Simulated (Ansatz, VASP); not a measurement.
LiH: VASP beside Ansatz

```
Li H
1.0
     0.00000    1.98042    1.98042
     1.98042    0.00000    1.98042
     1.98042    1.98042    0.00000
Li H
1 1
Direct
  0.00000 0.00000 0.00000
  0.50000 0.50000 0.50000
```

Alike in both runs: task single point; functional PBEsol; k mesh 10 × 10 × 10; no spin polarisation.

```csv
,VASP,Ansatz
version,VASP 6.6.1,Ansatz 0.2.0
potentials or method,"VASP PAW PBE potentials, release 64 (Li_sv, H), cutoff 520 eV","all-electron LAPW, scalar-relativistic"
occupations,"gaussian, width 0.01 eV",fixed
```

|  | VASP | Ansatz | Ansatz less VASP |
| --- | --- | --- | --- |
| gap on the k mesh at the Fermi level (eV) | 2.72 | 2.72 | +0.002 |

VASP's potentials were made for PBE, not for PBEsol. Ansatz ran all-electron here, and VASP with PAW potentials.

Noted on VASP's run: the cutoff is short for stress, so the pressure is rough.
